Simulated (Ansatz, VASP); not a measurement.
# One calculation of B, two programs

```
B
1.0
     2.99047    0.00000    0.00000
    -1.49524    2.58983    0.00000
     0.00000    0.00000    8.18067
B
8
Direct
  0.00000 0.00000 0.12439
  0.00000 0.00000 0.62439
  0.00000 0.00000 0.37561
  0.00000 0.00000 0.87561
  0.33333 0.66667 0.13285
  0.66667 0.33333 0.63285
  0.33333 0.66667 0.36715
  0.66667 0.33333 0.86715
```

Alike in both runs: task relaxation of cell and atoms; functional PBE; k mesh 15 × 15 × 6; occupations gaussian, width 0.1 eV; no spin polarisation.

```csv
,VASP,Ansatz
version,VASP 6.6.1,Ansatz 0.2.0
potentials or method,"VASP PAW PBE potentials, release 64 (B), cutoff 600 eV","scalar-relativistic, plane waves, PAW"
valence electrons in the cell,24,24
```

```csv
,VASP,Ansatz,Ansatz less VASP
"gap on the k mesh at the Fermi level, each at its own relaxed structure (eV)",none,none,-
relaxed volume (Å³/atom),7.81,7.81,-0.001
relaxed cell length with the largest relative difference (Å),8.005,8.007,+0.0014
```

A gap of «none» marks a metal or a gap that the smearing closes.
